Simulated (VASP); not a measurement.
# CsI (Pm-3m) in VASP: a series of runs, part 3 of 3

VASP 6.6.1. Earlier steps stand in the parts before.

## Step 5: Relaxation of cell and atoms, PBEsol

This run uses another cell than the first one, of 50.78 Å³/atom.

INCAR reads:

```
SYSTEM = CsI
PREC = Accurate
ENCUT = 500
EDIFF = 1E-7
ISMEAR = -1
SIGMA = 0.02
LREAL = .FALSE.
LASPH = .TRUE.
NELM = 120
ALGO = Normal
ISIF = 3
LWAVE = .FALSE.
LCHARG = .FALSE.
GGA = PS
IBRION = 2
NSW = 80
EDIFFG = -0.005
GGA_COMPAT = .FALSE.
NELMIN = 4
```

KPOINTS reads:

```
regular mesh
0
G
  6 6 6
  0 0 0
```

POSCAR reads:

```
CsI
1.0
    4.6655042448      0.0000000000      0.0000000000
    0.0000000000      4.6655042448      0.0000000000
    0.0000000000      0.0000000000      4.6655042448
Cs I
1 1
Direct
    0.0000000000      0.0000000000      0.0000000000
    0.5000000000      0.5000000000      0.5000000000
```

Potentials or basis: VASP PAW PBE potentials, release 64 (Cs_sv, I).

Run with:

```
$ cat potpaw_PBE.64/Cs_sv/POTCAR potpaw_PBE.64/I/POTCAR > POTCAR
$ mpirun -np 1 vasp_std > vasp.out
```

OUTCAR:

```text
SYSTEM = CsI
   PREC = Accurate
   ENCUT = 500
   EDIFF = 1E-7
   ISMEAR = -1
   LREAL = .FALSE.
   LASPH = .TRUE.
   NELM = 120
   ISIF = 3
   GGA = PS
   IBRION = 2
   NSW = 80
   EDIFFG = -0.005
   NELMIN = 4

 ion  position               nearest neighbor table
   1  0.000  0.000  0.000-
   2  0.500  0.500  0.500-

  LATTYP: Found a simple cubic cell.
 ALAT       =     4.6655042448

  Lattice vectors:

 A1 = (   4.6655042448,   0.0000000000,   0.0000000000)
 A2 = (   0.0000000000,   4.6655042448,   0.0000000000)
 A3 = (   0.0000000000,   0.0000000000,   4.6655042448)

Analysis of symmetry for initial positions (statically):
=====================================================================
 Subroutine PRICEL returns:
 Original cell was already a primitive cell.

 Routine SETGRP: Setting up the symmetry group for a
 simple cubic supercell.

 Subroutine GETGRP returns: Found 48 space group operations
 (whereof 48 operations were pure point group operations)
 out of a pool of 48 trial point group operations.

The static configuration has the point symmetry O_h .

Analysis of symmetry for dynamics (positions and initial velocities):
=====================================================================
 Subroutine PRICEL returns:
 Original cell was already a primitive cell.

 Routine SETGRP: Setting up the symmetry group for a
 simple cubic supercell.

 Subroutine GETGRP returns: Found 48 space group operations
 (whereof 48 operations were pure point group operations)
 out of a pool of 48 trial point group operations.

The dynamic configuration has the point symmetry O_h .

 Subroutine INISYM returns: Found 48 space group operations
 (whereof 48 operations are pure point group operations),
 and found     1 'primitive' translations

----------------------------------------------------------------------------------------

                                     Primitive cell

  volume of cell :     101.5537

  direct lattice vectors                    reciprocal lattice vectors
     4.665504245  0.000000000  0.000000000     0.214339104  0.000000000  0.000000000
     0.000000000  4.665504245  0.000000000     0.000000000  0.214339104  0.000000000
     0.000000000  0.000000000  4.665504245     0.000000000  0.000000000  0.214339104

  length of vectors
     4.665504245  4.665504245  4.665504245     0.214339104  0.214339104  0.214339104

  position of ions in fractional coordinates (direct lattice)
     0.000000000  0.000000000  0.000000000
     0.500000000  0.500000000  0.500000000

  ion indices of the primitive-cell ions
   primitive index   ion index
                 1           1
                 2           2

----------------------------------------------------------------------------------------

 KPOINTS: regular mesh

Automatic generation of k-mesh.
 Grid dimensions read from file:
 generate k-points for:    6    6    6

 Generating k-lattice:

  Cartesian coordinates                     Fractional coordinates (reciprocal lattice)
     0.035723184  0.000000000  0.000000000     0.166666667  0.000000000  0.000000000
     0.000000000  0.035723184  0.000000000     0.000000000  0.166666667  0.000000000
     0.000000000  0.000000000  0.035723184     0.000000000  0.000000000  0.166666667

  Length of vectors
     0.035723184  0.035723184  0.035723184

  Shift w.r.t. Gamma in fractional coordinates (k-lattice)
     0.000000000  0.000000000  0.000000000

 Subroutine IBZKPT returns following result:
 ===========================================

 Found     20 irreducible k-points:

 Following reciprocal coordinates:
            Coordinates               Weight
  0.000000  0.000000  0.000000      1.000000
  0.166667  0.000000  0.000000      6.000000
  0.333333  0.000000  0.000000      6.000000
  0.500000  0.000000  0.000000      3.000000
  0.166667  0.166667  0.000000     12.000000
  0.333333  0.166667  0.000000     24.000000
[... 12 lines left out ...]
  0.500000  0.500000  0.333333      6.000000
  0.500000  0.500000  0.500000      1.000000
   k-points           NKPTS =     20   k-points in BZ     NKDIM =     20   number of bands    NBANDS=     12
   number of dos      NEDOS =    301   number of ions     NIONS =      2
   total plane-waves  NPLWV =  46656
   dimension x,y,z NGX =    36 NGY =   36 NGZ =   36
   dimension x,y,z NGXF=    72 NGYF=   72 NGZF=   72
   ions per type =               1   1
   NGX,Y,Z   is equivalent  to a cutoff of  12.83, 12.83, 12.83 a.u.
   NGXF,Y,Z  is equivalent  to a cutoff of  25.66, 25.66, 25.66 a.u.
 SYSTEM =  CsI
   PREC   = accura    normal or accurate (medium, high low for compatibility)
   ISTART =      0    job   : 0-new  1-cont  2-samecut
   ICHARG =      2    charge: 1-file 2-atom 10-const
   ISPIN  =      1    spin polarized calculation?
   LNONCOLLINEAR =      F non collinear calculations
   LSORBIT =      F    spin-orbit coupling
   LASPH  =      T    aspherical Exc in radial PAW
   ENCUT  =  500.0 eV  36.75 Ry    6.06 a.u.   8.51  8.51  8.51*2*pi/ulx,y,z
   NELM   =    120;   NELMIN=  4; NELMDL= -5     # of ELM steps
   EDIFF  = 0.1E-06   stopping-criterion for ELM
   LREAL  =      F    real-space projection
   EDIFFG = -.5E-02   stopping-criterion for IOM
   NSW    =     80    number of steps for IOM
   IBRION =      2    ionic relax: 0-MD 1-quasi-New 2-CG
   NFREE  =      1    steps in history (QN), initial steepest desc. (CG)
   ISIF   =      3    stress and relaxation
   ISYM   =      2    0-nonsym 1-usesym 2-fastsym
   POTIM  = 0.5000    time-step for ionic-motion
   TEBEG  =    0.0;   TEEND  =   0.0 temperature during run
   PSTRESS=    0.0 pullay stress
   NELECT =      16.0000    total number of electrons
   NUPDOWN=      -1.0000    fix difference up-down
   EMIN   =  10.00;   EMAX   =-10.00  energy-range for DOS
   EFERMI =   0.00;   METHOD = LEGACY
   ISMEAR =    -1;   SIGMA  =   0.02  broadening in eV -4-tet -1-fermi 0-gaus
   EFERMI_NEDOS =   21; number of points for ismear=-14 and -15
   IALGO  =     38    algorithm
   IMIX   =      4    mixing-type and parameters
     AMIX     =   0.40;   BMIX     =  1.00
     AMIX_MAG =   1.60;   BMIX_MAG =  1.00
  volume/ion in A,a.u.               =      50.78       342.66
  Fermi-wavevector in a.u.,A,eV,Ry     =   0.884198  1.670892 10.637120  0.781806
  Thomas-Fermi vector in A             =   2.005066
   LORBIT       =      0    0 simple, 1 ext, 2 COOP (PROOUT), +10 PAW based schemes
   GGA     = PS    functional components
   LHFCALC =     F    Hartree Fock is set to
   AEXX    =    0.0000 exact exchange contribution
   IVDW    =     0    specifies the selected vdW correction
   LEPSILON=     F    determine dielectric tensor
   LRPA    =     F    only Hartree local field effects (RPA)
 conjugate gradient relaxation of ions
 non-spin polarized calculation
  energy-cutoff  :      500.00
  volume of cell :      101.55
 maximum number of plane-waves:      2601
 NGX is ok and might be reduce to    36
   NGX = 17   NGY = 17   NGZ = 17

--------------------------------------- Ionic step        1  -------------------------------------------

 number of electron      15.9999999 magnetization

 Free energy of the ion-electron system (eV)
  ---------------------------------------------------
  ext. energy  EPLUGINS =         0.00000000
  ---------------------------------------------------
  free energy    TOTEN  =        -5.74235947 eV

  energy without entropy =       -5.74235947  energy(sigma->0) =       -5.74235947

------------------------ aborting loop because EDIFF is reached ----------------------------------------

  FORCE on cell =-STRESS in cart. coord.  units (eV):
  Direction    XX          YY          ZZ          XY          YZ          ZX
  --------------------------------------------------------------------------------------
  -------------------------------------------------------------------------------------
  Total       -0.6218023     -0.6218023     -0.6218023     -0.0000000     -0.0000000      0.0000000
  in kB       -9.8099577     -9.8099577     -9.8099577     -0.0000000     -0.0000000      0.0000000
  external PRESSURE =      -9.8099577 kB  Pullay stress =       0.0000000 kB
[... 93 lines left out ...]
  energy  without entropy=       -5.7751247692  energy(sigma->0) =       -5.77512477

--------------------------------------- Ionic step        4  -------------------------------------------

 number of electron      16.0000000 magnetization

 Free energy of the ion-electron system (eV)
  ---------------------------------------------------
  ext. energy  EPLUGINS =         0.00000000
  ---------------------------------------------------
  free energy    TOTEN  =        -5.77525146 eV

  energy without entropy =       -5.77525146  energy(sigma->0) =       -5.77525146

 E-fermi :   1.3954     XC(G=0):  -8.1118

 val. band max:        0.9180786606   @ k =   0.5000   0.5000   0.0000
 cond. band min:       4.7389989843   @ k =   0.0000   0.0000   0.0000
 fundamental gap:      3.8209203237
 Fermi energy:         1.3953916289

 k-point     1 :       0.0000    0.0000    0.0000
  band No.  band energies     occupation
      1     -19.3997      2.00000
      2      -9.8345      2.00000
      3      -6.0778      2.00000
      4      -6.0778      2.00000
      5      -6.0778      2.00000
      6       0.8343      2.00000
      7       0.8343      2.00000
      8       0.8343      2.00000
      9       4.7390      0.00000
     10       4.9349      0.00000
     11       4.9349      0.00000
     12       8.7374      0.00000
[... 312 lines left out ...]
  FREE ENERGIE OF THE ION-ELECTRON SYSTEM (eV)
  ---------------------------------------------------
  free  energy   TOTEN  =        -5.7752514593 eV

  energy  without entropy=       -5.7752514593  energy(sigma->0) =       -5.77525146

 reached required accuracy - stopping structural energy minimisation
```

CONTCAR:

```text
CsI
   1.00000000000000
     4.5117560708680484    0.0000000000000000    0.0000000000000000
    -0.0000000000000000    4.5117560708680484    0.0000000000000000
    -0.0000000000000000   -0.0000000000000000    4.5117560708680484
  Cs              I
     1     1
Direct
     0.0000000000000000    0.0000000000000000    0.0000000000000000
     0.5000000000000000    0.5000000000000000    0.5000000000000000

  0.00000000E+00  0.00000000E+00  0.00000000E+00
  0.00000000E+00  0.00000000E+00  0.00000000E+00
```

Wall time 58 s (1 thread of Intel Xeon Platinum 8375C at 2.90GHz (Ice Lake), shared host); peak memory 0.22 GiB.

Results:

| Property | Result |
| --- | --- |
| Free energy | -5.7753 eV |
| Relaxed volume | 45.92 Å³/atom |
| Relaxed cell | a = 4.512 Å, b = 4.512 Å, c = 4.512 Å, α = 90.00°, β = 90.00°, γ = 90.00° |
| Space group after relaxing (to 0.1 Å) | Pm-3m (No. 221) |
| Energy gained by relaxing | 16.4 meV/atom |
| Ionic steps | 4 |
| Pressure after relaxing | 0.0 GPa |
| Band gap on the k mesh | 3.82 eV (least direct gap 3.90 eV) |

The path:
```csv
step,energy change (eV),largest force (eV/Å),pressure (GPa),volume (Å³)
1,0.0000,0.0000,-0.98,101.55
2,-0.0226,0.0000,-0.60,97.05
3,-0.0328,0.0000,-0.07,92.44
4,-0.0329,0.0000,0.01,91.84
```

Final structure:
```
Cs I
1.0
     4.51176    0.00000    0.00000
     0.00000    4.51176    0.00000
     0.00000    0.00000    4.51176
Cs I
1 1
Direct
  0.00000 0.00000 0.00000
  0.50000 0.50000 0.50000
```

Caveat: the PAW data sets were made with another functional, which shifts forces and pressure a little; spin-orbit coupling is left out, which moves the levels of the heavy elements.

## Step 6: Relaxation of cell and atoms, LDA

This run uses another cell than the first one, of 50.78 Å³/atom.

INCAR reads:

```
  PREC = Accurate
  ENCUT = 500
  EDIFF = 1E-7
  ISMEAR = -1
  SIGMA = 0.02
  LREAL = F
  LASPH = T
  NELM = 120
  ALGO = Normal
  ISIF = 3
  LWAVE = F
  LCHARG = F
  IBRION = 2
  NSW = 80
  EDIFFG = -0.005
  GGA_COMPAT = F
  NELMIN = 4
```

KPOINTS reads:

```
regular mesh
0
Gamma
  6 6 6
```

POSCAR is that of step 5.

Potentials or basis: VASP PAW LDA potentials, release 64 (Cs_sv, I).

Run with:

```
$ cat potpaw_LDA.64/Cs_sv/POTCAR potpaw_LDA.64/I/POTCAR > POTCAR
$ mpirun -np 1 vasp_std > vasp.out
```

Run time: 2 min. Hardware: 1 thread of Intel Xeon Platinum 8375C at 2.90GHz (Ice Lake), shared host; peak memory 0.19 GiB.

The run converged. Its results:

```yaml
Free_energy: -6.1881 eV
Relaxed_volume: 42.85 Å³/atom
Relaxed_cell: a = 4.409 Å, b = 4.409 Å, c = 4.409 Å, α = 90.00°, β = 90.00°, γ = 90.00°
Space_group_after_relaxing_to_0.1_Å: Pm-3m (No. 221)
Energy_gained_by_relaxing: 54.8 meV/atom
Ionic_steps: 18
Pressure_after_relaxing: 0.0 GPa
Band_gap_on_the_k_mesh: 3.78 eV (least direct gap 3.84 eV)
```

The path:
```tsv
step	energy change (eV)	largest force (eV/Å)	pressure (GPa)	volume (Å³)
1	0.0000	0.0000	-1.85	101.55
2	-0.0805	0.0000	-1.14	93.16
3	-0.1090	0.0000	-0.19	86.72
4	-0.1096	0.0000	0.03	85.55
5	-0.1096	0.0000	-0.03	85.85
6	-0.1096	0.0000	-0.03	85.85
7	-0.1096	0.0000	-0.03	85.84
8	-0.1096	0.0000	-0.03	85.84
9	-0.1096	0.0000	-0.03	85.84
10	-0.1096	0.0000	-0.03	85.84
11	-0.1096	0.0000	-0.03	85.84
12	-0.1096	0.0000	-0.03	85.84
13	-0.1096	0.0000	-0.03	85.84
14	-0.1096	0.0000	-0.03	85.84
15	-0.1096	0.0000	-0.03	85.83
16	-0.1096	0.0000	-0.03	85.81
17	-0.1096	0.0000	-0.02	85.77
18	-0.1096	0.0000	0.00	85.69
```

Final structure:
```
Cs I
1.0
     4.40878    0.00000    0.00000
     0.00000    4.40878    0.00000
     0.00000    0.00000    4.40878
Cs I
1 1
Direct
  0.00000 0.00000 0.00000
  0.50000 0.50000 0.50000
```

Levels at points of the mesh, in eV from the valence-band top:
```csv
k point,band 6,band 7,band 8,band 9,band 10,band 11
"(0.00, 0.00, 0.00)",-0.06,-0.06,-0.06,3.78,3.78,3.92
"(0.50, 0.00, 0.00)",-1.90,-0.32,-0.32,4.90,6.59,6.73
"(0.50, 0.50, 0.00)",-0.94,-0.94,0.00,3.97,4.77,5.98
"(0.50, 0.50, 0.50)",-1.64,-1.64,-1.64,7.34,7.34,7.34
```

Caveat: the volume moved by over 15 % at a fixed basis, so the end points are rough; spin-orbit coupling is left out, which moves the levels of the heavy elements.

## Step 7: Summary

| task | level | potentials or basis | cell | cutoff (eV) | smearing | gap on the mesh (eV) | pressure (GPa) | relaxed volume (Å³/atom) |
| --- | --- | --- | --- | --- | --- | --- | --- | --- |
| single point | PBEsol | VASP PAW PBE potentials, release 64 (Cs_sv, I) | a = 4.512 Å, 2 atoms | 500 | fermi-dirac 0.02 eV | 3.82 | 0.0 | - |
| single point | LDA | VASP PAW LDA potentials, release 64 (Cs_sv, I) | a = 4.608 Å, 2 atoms | 500 | gaussian 0.01 eV | 3.45 | -1.6 | - |
| single point | r2SCAN | VASP PAW PBE potentials, release 64 (Cs_sv, I) | a = 4.608 Å, 2 atoms | 550 | fermi-dirac 0.02 eV | 4.50 | 0.1 | - |
| relaxation of cell and atoms | PBEsol | VASP PAW PBE potentials, release 64 (Cs_sv, I) | relaxed from a = 4.666 Å, 2 atoms | 500 | fermi-dirac 0.02 eV | 3.82 | 0.0 | 45.92 |
| relaxation of cell and atoms | LDA | VASP PAW LDA potentials, release 64 (Cs_sv, I) | relaxed from a = 4.666 Å, 2 atoms | 500 | fermi-dirac 0.02 eV | 3.78 | 0.0 | 42.85 |

Alike in all rows: no spin polarisation; k mesh 6 × 6 × 6.

Caveats: spin-orbit coupling is left out, which moves the levels of the heavy elements; the PAW data sets were made with another functional, which shifts forces and pressure a little (at least some runs); the volume moved by over 15 % at a fixed basis, so the end points are rough (at least some runs).

Absolute energies hang on the potentials; compare differences alone.
